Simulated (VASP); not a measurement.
Write the native input for VASP 6.6.1 that does the following.

- Task: relaxation of cell and atoms
- Functional: PBE
- Potentials or basis: VASP PAW PBE potentials, release 64 (Sc_sv, B, P)
- Cutoff: 600 eV
- k mesh: 6 × 6 × 4
- Occupations: gaussian, width 0.1 eV
- Spin: no spin polarisation
- Dipole correction: no
- Further INCAR settings: ALGO = Normal; EDIFF = 1e-07; IBRION = 2; EDIFFG = -0.04; NSW = 90; ISIF = 3

The structure of Sc2BP3 lies in POSCAR:

```
Sc2BP3
1.0
    5.5264120200      0.0000000000      0.0000000000
   -2.7632060100      4.7860132000      0.0000000000
    0.0000000000      0.0000000000      4.2525700000
Sc B P
2 1 3
Direct
    0.6666666700      0.3333333300      0.0000000000
    0.3333333300      0.6666666700      0.0000000000
    0.0000000000      0.0000000000      0.0000000000
    0.0000000000      0.5000000000      0.5000000000
    0.5000000000      0.5000000000      0.5000000000
    0.5000000000      0.0000000000      0.5000000000
```

The cell was generated, and may not be a known phase.

These files were run (other wordings do the same):

INCAR

```
PREC = Accurate ; ENCUT = 600
EDIFF = 1E-7 ; ISMEAR = 0
SIGMA = 0.1 ; LREAL = False
LASPH = True ; NELM = 80
ALGO = Normal ; ISIF = 3
LWAVE = False ; LCHARG = False
GGA = PE ; IBRION = 2
NSW = 90 ; EDIFFG = -0.04
```

KPOINTS

```
regular mesh
0
Gamma
  6 6 4
```

Potentials or basis: VASP PAW PBE potentials, release 64 (Sc_sv, B, P).

The run is started by

```console
$ cat potpaw_PBE.64/Sc_sv/POTCAR potpaw_PBE.64/B/POTCAR potpaw_PBE.64/P/POTCAR > POTCAR
$ mpirun -np 1 vasp_std > vasp.out
```

Results of the run:

| Item | Value |
| --- | --- |
| Relaxed volume | 16.43 Å³/atom |
| Relaxed cell | a = 5.022 Å, b = 5.022 Å, c = 4.512 Å, α = 90.00°, β = 90.00°, γ = 120.00° |
| Space group after relaxing (to 0.1 Å) | P6/mmm (No. 191) |
| Energy gained by relaxing | 84.3 meV/atom |
| Ionic steps | 11 |
| Pressure after relaxing | 0.1 GPa |
| Band gap on the k mesh | zero (bands 20 and 21 overlap by 0.69 eV) |

Caveat: the k points lie up to 0.35 Å⁻¹ apart in the final cell, too coarse for converged energies and pressures of a metal.

Wall time 4.6 min on 1 thread of Intel(R) Xeon(R) 6975P-C (Granite Rapids) (shared host), peak memory 0.33 GiB.
